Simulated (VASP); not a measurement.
A run of VASP 6.6.1:

Contents of INCAR:

```
SYSTEM = TaN
PREC = Accurate
ENCUT = 520
EDIFF = 1E-8
ISMEAR = -1
SIGMA = 0.01
LREAL = .False.
LASPH = .True.
NELM = 120
ALGO = Normal
ISIF = 2
LWAVE = .False.
LCHARG = .False.
GGA = PS
LEFG = .True.
NBANDS = 24
GGA_COMPAT = .False.
```

Contents of KPOINTS:

```
Automatic mesh
0
Gamma
  9 9 5
  0 0 0
```

Contents of POSCAR:

```
TaN
1.0
    3.0500010905      0.0000000000      0.0000000000
   -1.5250005453      2.6413784260      0.0000000000
    0.0000000000      0.0000000000      5.0388000000
Ta N
2 2
Direct
    0.3333333333      0.6666666667      0.0000000000
    0.6666666667      0.3333333333      0.5000000000
    0.3333333333      0.6666666667      0.3850000000
    0.6666666667      0.3333333333      0.8850000000
```

Potentials or basis: VASP PAW PBE potentials, release 64 (Ta_pv, N).

Launch:

```sh
$ cat potpaw_PBE.64/Ta_pv/POTCAR potpaw_PBE.64/N/POTCAR > POTCAR
$ mpirun -np 1 vasp_std > vasp.out
```

Hardware: 1 thread of Intel(R) Xeon(R) 6975P-C (Granite Rapids), with other jobs on the host.

Task: Estimate the wall time of this run.

Result: Run time: 14 s on 1 thread of Intel(R) Xeon(R) 6975P-C (Granite Rapids), on a shared host, peak memory 0.17 GiB. Counts: scf iterations 14, k points 36.
